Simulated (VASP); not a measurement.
A run of VASP 6.6.1 is set up as follows.

POSCAR

```
InSb3
1.0
    4.8063670000      0.0000000000      0.0000000000
    0.0000000000      4.8063670000      0.0000000000
    0.0000000000      0.0000000000      4.8063670000
Sb In
3 1
Direct
    0.5000000000      0.5000000000      0.0000000000
    0.0000000000      0.5000000000      0.5000000000
    0.5000000000      0.0000000000      0.5000000000
    0.0000000000      0.0000000000      0.0000000000
```

The input INCAR.step1:

```
ALGO     = Normal         # electronic algorithm
EDIFF    = 1E-4           # SCF threshold, eV
ENCUT    = 520            # plane-wave cutoff, eV
GGA      = PE             # functional
GGA_COMPAT= F            
ISMEAR   = -1             # smearing method
LASPH    = T              # aspherical terms in the spheres
LCHARG   = F              # write CHGCAR
LREAL    = F              # projectors in reciprocal space
LSORBIT  = T              # spin-orbit coupling
LWAVE    = T              # write WAVECAR
MAGMOM   = 0 0 0 0 0 0 0 0 0 0 0 0 # initial moments
NBANDS   = 42             # bands
NELM     = 150            # most SCF steps
PREC     = Accurate       # precision mode
SIGMA    = 0.05           # smearing width, eV
```

INCAR.step2

```
ALGO     = Normal         # electronic algorithm
EDIFF    = 1E-6           # SCF threshold, eV
ENCUT    = 520            # plane-wave cutoff, eV
GGA_COMPAT= F            
ISIF     = 2              # what is computed and relaxed
ISMEAR   = -1             # smearing method
ISTART   = 1            
LASPH    = T              # aspherical terms in the spheres
LCHARG   = F              # write CHGCAR
LMIXTAU  = T            
LORBIT   = 11             # projections on sites
LORBMOM  = T            
LREAL    = F              # projectors in reciprocal space
LSORBIT  = T              # spin-orbit coupling
LWAVE    = F              # write WAVECAR
MAGMOM   = 0 0 0 0 0 0 0 0 0 0 0 0 # initial moments
METAGGA  = R2SCAN         # meta-GGA
NBANDS   = 42             # bands
NELM     = 150            # most SCF steps
PREC     = Accurate       # precision mode
SIGMA    = 0.05           # smearing width, eV
```

The input KPOINTS:

```
k-points
0
Gamma
  6 6 6
```

Potentials or basis: VASP PAW PBE potentials, release 64 (Sb, In_d).

Run with:

```bash
$ cat potpaw_PBE.64/Sb/POTCAR potpaw_PBE.64/In_d/POTCAR > POTCAR
$ cp INCAR.step1 INCAR
$ mpirun -np 1 vasp_ncl > vasp.out
$ cp INCAR.step2 INCAR
$ mpirun -np 1 vasp_ncl > vasp.out
```

(1) Predict the net moment.

(2) Predict the pressure.

Answers

(1) 0.00 μB per cell.

(2) -0.5 GPa.

Caveat: the PAW data sets were made with another functional, which shifts forces and pressure a little.
